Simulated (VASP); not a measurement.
Crystal: Ce.

```xyz
1
Lattice="-1.9433 1.9433 1.9433 1.9433 -1.9433 1.9433 1.9433 1.9433 -1.9433" Properties=species:S:1:pos:R:3 pbc="T T T"
Ce    0.0000    0.0000    0.0000
```

This isn't the form of Ce at room conditions, which is fcc.

Base run:

```yaml
Program: VASP 6.6.1
Functional: PBE
Potentials_or_basis: VASP PAW PBE potentials, release 64 (Ce)
Cutoff: 520 eV
k_mesh: 10 × 10 × 10
Occupations: fermi-dirac, width 0.05 eV
Spin: collinear spin, ferromagnetic start
Starting_moments: "[2.5] μB"
```

Its results: pressure -0.8 GPa; net moment 1.00 μB per cell; site moments Ce +0.79 μB.

Task: The run is repeated on the same cell with these changes: functional from PBE to PBEsol. What comes out?

Result: Pressure -4.7 GPa; net moment 0.76 μB per cell; site moments Ce +0.61 μB.

PBEsol binds more tightly than PBE, so the same cell stands under less pressure.

Caveats: the magnetic or orbital state may not be the lowest; the cell stands under tension (at least some runs); the PAW data sets were made with another functional, which shifts forces and pressure a little (at least some runs).
